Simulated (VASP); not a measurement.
Set up this calculation in VASP 6.6.1, as the native input.

```yaml
Task: single point
Functional: PBE
Potentials_or_basis: VASP PAW PBE potentials, release 64 (Ti_sv)
Cutoff: 520 eV
k_mesh: 8 × 8 × 4
Occupations: fermi-dirac, width 0.05 eV
Spin: no spin polarisation
Dipole_correction: no
Further_INCAR_settings: ALGO = Normal; EDIFF = 1e-07; NBANDS = 19
```

The structure of Ti lies in POSCAR:

```
Ti
1.0
    2.8062399589      0.0000000000      0.0000000000
   -1.4031199795      2.4302750935      0.0000000000
    0.0000000000      0.0000000000      4.4355047359
Ti
2
Direct
    0.3333333333      0.6666666667      0.2500000000
    0.6666666667      0.3333333333      0.7500000000
```

These files were run (other wordings do the same):

INCAR

```
ALGO = Normal
EDIFF = 1E-7
ENCUT = 520
GGA = PE
ISIF = 2
ISMEAR = -1
LASPH = True
LCHARG = False
LREAL = False
LWAVE = False
NBANDS = 19
NELM = 100
PREC = Accurate
SIGMA = 0.05
```

KPOINTS

```
k-points
0
Gamma
  8 8 4
```

Potentials or basis: VASP PAW PBE potentials, release 64 (Ti_sv).

Launch:

```console
$ cat potpaw_PBE.64/Ti_sv/POTCAR > POTCAR
$ mpirun -np 1 vasp_std > vasp.out
```

Results of the run:

```json
{
 "Pressure": "19.4 GPa",
 "Band gap on the k mesh": "zero (band 12 reaches 10.71 eV, above the bottom of band 13 at 9.73 eV)"
}
```

It took 14 s on 1 thread of AMD EPYC 9R45 96-Core Processor (Zen 5), on a shared host, peak memory 0.12 GiB.
